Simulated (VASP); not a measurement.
# CdSe4 (P-43m) in VASP: single point with PBE

Aim: the single point of CdSe4 with PBE.

All numbers are computed with VASP 6.6.1; they aren't measurements. Logs are shortened: lines on timing, memory, paths and dates and some standing lists are left out, and cuts for length are marked.

## 1. The cell of the first run

It takes space group P-43m (No. 215, cubic). The conventional cell has a = 5.074 Å, b = 5.074 Å, c = 5.074 Å, α = 90.00°, β = 90.00°, γ = 90.00°. Within 3.5 Å of Cd (site symmetry -43m) lie 4 Se at 2.68 Å. Within 3.5 Å of Se (site symmetry 3m) lie 1 Cd at 2.68 Å and 3 Se at 2.81 Å.

The cell was generated, and may not be a known phase.

## 2. Single point, PBE

The input, INCAR:

```
SYSTEM = CdSe4
  PREC = Accurate
  ENCUT = 500
  EDIFF = 1E-6
  ISMEAR = 0
  SIGMA = 0.2
  LREAL = .FALSE.
  LASPH = .TRUE.
  NELM = 120
  ALGO = Normal
  ISIF = 2
  LWAVE = .FALSE.
  LCHARG = .FALSE.
  GGA = PE
  NBANDS = 26
  GGA_COMPAT = .FALSE.
```

The input, KPOINTS:

```
regular mesh
0
G
  3 3 3
  0 0 0
```

The input, POSCAR:

```
CdSe4
1.0
    5.0740939259      0.0000000000      0.0000000000
    0.0000000000      5.0740939259      0.0000000000
    0.0000000000      0.0000000000      5.0740939259
Cd Se
1 4
Direct
    0.0000000000      0.0000000000      0.0000000000
    0.3045033852      0.6954966148      0.6954966148
    0.6954966148      0.3045033852      0.6954966148
    0.6954966148      0.6954966148      0.3045033852
    0.3045033852      0.3045033852      0.3045033852
```

Potentials or basis: VASP PAW PBE potentials, release 64 (Cd, Se).

Started as:

```
$ cat potpaw_PBE.64/Cd/POTCAR potpaw_PBE.64/Se/POTCAR > POTCAR
$ mpirun -np 1 vasp_std > vasp.out
```

OUTCAR:

```text
SYSTEM = CdSe4
   PREC = Accurate
   ENCUT = 500
   EDIFF = 1E-6
   ISMEAR = 0
   LREAL = .FALSE.
   LASPH = .TRUE.
   NELM = 120
   ISIF = 2
   GGA = PE

 ion  position               nearest neighbor table
   1  0.000  0.000  0.000-   2 2.68   3 2.68   4 2.68   5 2.68
   2  0.305  0.695  0.695-   1 2.68
   3  0.695  0.305  0.695-   1 2.68
   4  0.695  0.695  0.305-   1 2.68
   5  0.305  0.305  0.305-   1 2.68

  LATTYP: Found a simple cubic cell.
 ALAT       =     5.0740939259

  Lattice vectors:

 A1 = (   5.0740939259,   0.0000000000,   0.0000000000)
 A2 = (   0.0000000000,   5.0740939259,   0.0000000000)
 A3 = (   0.0000000000,   0.0000000000,   5.0740939259)

Analysis of symmetry for initial positions (statically):
=====================================================================
 Subroutine PRICEL returns:
 Original cell was already a primitive cell.

 Routine SETGRP: Setting up the symmetry group for a
 simple cubic supercell.

 Subroutine GETGRP returns: Found 24 space group operations
 (whereof 24 operations were pure point group operations)
 out of a pool of 48 trial point group operations.

The static configuration has the point symmetry T_d .

Analysis of symmetry for dynamics (positions and initial velocities):
=====================================================================
 Subroutine PRICEL returns:
 Original cell was already a primitive cell.

 Routine SETGRP: Setting up the symmetry group for a
 simple cubic supercell.

 Subroutine GETGRP returns: Found 24 space group operations
 (whereof 24 operations were pure point group operations)
 out of a pool of 48 trial point group operations.

The dynamic configuration has the point symmetry T_d .

 Subroutine INISYM returns: Found 24 space group operations
 (whereof 24 operations are pure point group operations),
 and found     1 'primitive' translations

----------------------------------------------------------------------------------------

                                     Primitive cell

  volume of cell :     130.6398

  direct lattice vectors                    reciprocal lattice vectors
     5.074093926  0.000000000  0.000000000     0.197079521  0.000000000  0.000000000
     0.000000000  5.074093926  0.000000000     0.000000000  0.197079521  0.000000000
     0.000000000  0.000000000  5.074093926     0.000000000  0.000000000  0.197079521

  length of vectors
     5.074093926  5.074093926  5.074093926     0.197079521  0.197079521  0.197079521

  position of ions in fractional coordinates (direct lattice)
     0.000000000  0.000000000  0.000000000
     0.304503385  0.695496615  0.695496615
     0.695496615  0.304503385  0.695496615
     0.695496615  0.695496615  0.304503385
     0.304503385  0.304503385  0.304503385

  ion indices of the primitive-cell ions
   primitive index   ion index
                 1           1
                 2           2
                 3           3
                 4           4
                 5           5

----------------------------------------------------------------------------------------

 KPOINTS: regular mesh

Automatic generation of k-mesh.
 Grid dimensions read from file:
 generate k-points for:    3    3    3

 Generating k-lattice:

  Cartesian coordinates                     Fractional coordinates (reciprocal lattice)
     0.065693174  0.000000000  0.000000000     0.333333333  0.000000000  0.000000000
     0.000000000  0.065693174  0.000000000     0.000000000  0.333333333  0.000000000
     0.000000000  0.000000000  0.065693174     0.000000000  0.000000000  0.333333333

  Length of vectors
     0.065693174  0.065693174  0.065693174

  Shift w.r.t. Gamma in fractional coordinates (k-lattice)
     0.000000000  0.000000000  0.000000000

 Subroutine IBZKPT returns following result:
 ===========================================

 Found      4 irreducible k-points:

 Following reciprocal coordinates:
            Coordinates               Weight
  0.000000  0.000000  0.000000      1.000000
  0.333333  0.000000  0.000000      6.000000
  0.333333  0.333333  0.000000     12.000000
  0.333333  0.333333  0.333333      8.000000
   k-points           NKPTS =      4   k-points in BZ     NKDIM =      4   number of bands    NBANDS=     26
   number of dos      NEDOS =    301   number of ions     NIONS =      5
   total plane-waves  NPLWV =  64000
   dimension x,y,z NGX =    40 NGY =   40 NGZ =   40
   dimension x,y,z NGXF=    80 NGYF=   80 NGZF=   80
   ions per type =               1   4
   NGX,Y,Z   is equivalent  to a cutoff of  13.11, 13.11, 13.11 a.u.
   NGXF,Y,Z  is equivalent  to a cutoff of  26.21, 26.21, 26.21 a.u.
 SYSTEM =  CdSe4
   PREC   = accura    normal or accurate (medium, high low for compatibility)
   ISTART =      0    job   : 0-new  1-cont  2-samecut
   ICHARG =      2    charge: 1-file 2-atom 10-const
   ISPIN  =      1    spin polarized calculation?
   LNONCOLLINEAR =      F non collinear calculations
   LSORBIT =      F    spin-orbit coupling
   LASPH  =      T    aspherical Exc in radial PAW
   ENCUT  =  500.0 eV  36.75 Ry    6.06 a.u.   9.25  9.25  9.25*2*pi/ulx,y,z
   NELM   =    120;   NELMIN=  2; NELMDL= -5     # of ELM steps
   EDIFF  = 0.1E-05   stopping-criterion for ELM
   LREAL  =      F    real-space projection
   EDIFFG = 0.1E-04   stopping-criterion for IOM
   NSW    =      0    number of steps for IOM
   IBRION =     -1    ionic relax: 0-MD 1-quasi-New 2-CG
   NFREE  =      0    steps in history (QN), initial steepest desc. (CG)
   ISIF   =      2    stress and relaxation
   ISYM   =      2    0-nonsym 1-usesym 2-fastsym
   POTIM  = 0.5000    time-step for ionic-motion
   TEBEG  =    0.0;   TEEND  =   0.0 temperature during run
   PSTRESS=    0.0 pullay stress
   NELECT =      36.0000    total number of electrons
   NUPDOWN=      -1.0000    fix difference up-down
   EMIN   =  10.00;   EMAX   =-10.00  energy-range for DOS
   EFERMI =   0.00;   METHOD = LEGACY
   ISMEAR =     0;   SIGMA  =   0.20  broadening in eV -4-tet -1-fermi 0-gaus
   EFERMI_NEDOS =   21; number of points for ismear=-14 and -15
   IALGO  =     38    algorithm
   IMIX   =      4    mixing-type and parameters
     AMIX     =   0.40;   BMIX     =  1.00
     AMIX_MAG =   1.60;   BMIX_MAG =  1.00
  volume/ion in A,a.u.               =      26.13       176.32
  Fermi-wavevector in a.u.,A,eV,Ry     =   1.065329  2.013180 15.441610  1.134926
  Thomas-Fermi vector in A             =   2.200877
   LORBIT       =      0    0 simple, 1 ext, 2 COOP (PROOUT), +10 PAW based schemes
   GGA     = PE    functional components
   LHFCALC =     F    Hartree Fock is set to
   AEXX    =    0.0000 exact exchange contribution
   IVDW    =     0    specifies the selected vdW correction
   LEPSILON=     F    determine dielectric tensor
   LRPA    =     F    only Hartree local field effects (RPA)
 non-spin polarized calculation
 Gauss-broadening in eV      SIGMA  =   0.20
  energy-cutoff  :      500.00
  volume of cell :      130.64
 maximum number of plane-waves:      3346
 NGX is ok and might be reduce to    40
   NGX = 19   NGY = 19   NGZ = 19

 number of electron      35.9999990 magnetization

 Free energy of the ion-electron system (eV)
  ---------------------------------------------------
  ext. energy  EPLUGINS =         0.00000000
  ---------------------------------------------------
  free energy    TOTEN  =       -12.32283059 eV

  energy without entropy =      -12.20589484  energy(sigma->0) =      -12.26436272

 E-fermi :   2.5380     XC(G=0):  -9.3698

 val. band max:        2.4217376497   @ k =   0.3333   0.3333   0.0000
 cond. band min:       2.6869902096   @ k =   0.3333   0.3333   0.3333
 fundamental gap:      0.2652525599
 Fermi energy:         2.5380052912

 k-point     1 :       0.0000    0.0000    0.0000
  band No.  band energies     occupation
      1     -12.2448      2.00000
      2      -9.5121      2.00000
      3      -9.5121      2.00000
      4      -9.5121      2.00000
      5      -5.7756      2.00000
      6      -5.7756      2.00000
[... 18 lines left out ...]
     25       7.4357      0.00000
     26       8.3004      0.00000

 k-point     2 :       0.3333    0.0000    0.0000
  band No.  band energies     occupation
      1     -12.0305      2.00000
      2      -9.9525      2.00000
      3      -9.4979      2.00000
      4      -9.4979      2.00000
      5      -5.9248      2.00000
      6      -5.7643      2.00000
[... 18 lines left out ...]
     25       8.3443      0.00000
     26       9.2646      0.00000

 k-point     3 :       0.3333    0.3333    0.0000
  band No.  band energies     occupation
      1     -11.8439      2.00000
      2      -9.8763      2.00000
      3      -9.8341      2.00000
      4      -9.5317      2.00000
      5      -5.9372      2.00000
      6      -5.7840      2.00000
[... 18 lines left out ...]
     25       9.1142      0.00000
     26      10.3381      0.00000

 k-point     4 :       0.3333    0.3333    0.3333
  band No.  band energies     occupation
      1     -11.6736      2.00000
      2      -9.8404      2.00000
      3      -9.8101      2.00000
      4      -9.8101      2.00000
      5      -5.8784      2.00000
      6      -5.7333      2.00000
[... 18 lines left out ...]
     25       8.6377      0.00000
     26       9.5856      0.00000

------------------------ aborting loop because EDIFF is reached ----------------------------------------

  FORCE on cell =-STRESS in cart. coord.  units (eV):
  Direction    XX          YY          ZZ          XY          YZ          ZX
  --------------------------------------------------------------------------------------
  -------------------------------------------------------------------------------------
  Total       -0.2400370     -0.2400370     -0.2400370      0.0000000     -0.0000000     -0.0000000
  in kB       -2.9438333     -2.9438333     -2.9438333      0.0000000     -0.0000000     -0.0000000
  external PRESSURE =      -2.9438333 kB  Pullay stress =       0.0000000 kB

 VOLUME and BASIS-vectors are now :
 -----------------------------------------------------------------------------
  energy-cutoff  :      500.00
  volume of cell :      130.64
      direct lattice vectors                 reciprocal lattice vectors
     5.074093926  0.000000000  0.000000000     0.197079521  0.000000000  0.000000000
     0.000000000  5.074093926  0.000000000     0.000000000  0.197079521  0.000000000
     0.000000000  0.000000000  5.074093926     0.000000000  0.000000000  0.197079521

 POSITION                                       TOTAL-FORCE (eV/Angst)
 -----------------------------------------------------------------------------------
      0.00000      0.00000      0.00000        -0.000000      0.000000      0.000000
      1.54508      3.52902      3.52902        -0.011095      0.011095      0.011095
      3.52902      1.54508      3.52902         0.011095     -0.011095      0.011095
      3.52902      3.52902      1.54508         0.011095      0.011095     -0.011095
      1.54508      1.54508      1.54508        -0.011095     -0.011095     -0.011095
 -----------------------------------------------------------------------------------
    total drift:                               -0.000000     -0.000000      0.000000

  FREE ENERGIE OF THE ION-ELECTRON SYSTEM (eV)
  ---------------------------------------------------
  free  energy   TOTEN  =       -12.3228305946 eV

  energy  without entropy=      -12.2058948378  energy(sigma->0) =      -12.26436272
```

Wall time 14 s (1 thread of AMD EPYC 7R13 (Zen 3), shared host); peak memory 0.2 GiB.

Results:

| Property | Result |
| --- | --- |
| Free energy | -12.3228 eV |
| Pressure | -0.3 GPa |
| Largest force | 0.019 eV/Å |
| Band gap on the k mesh | zero (bands 18 and 19 overlap by 0.29 eV) |

Forces on the atoms (eV/Å):
```
Cd   0.000  0.000  0.000
Se  -0.011  0.011  0.011
Se   0.011 -0.011  0.011
Se   0.011  0.011 -0.011
Se  -0.011 -0.011 -0.011
```

Levels at points of the mesh, in eV from the Fermi level:
```
           k point  band 15  band 16  band 17  band 18  band 19  band 20  band 21  band 22
(0.00, 0.00, 0.00)    -2.46    -0.37    -0.37    -0.37     0.76     0.76     0.76     1.62
```

Caveat: the k points lie up to 0.41 Å⁻¹ apart; semilocal functionals underestimate gaps, and a narrow one can read as zero.

The gap in the log of VASP goes by the Fermi energy; the results here count the filled bands.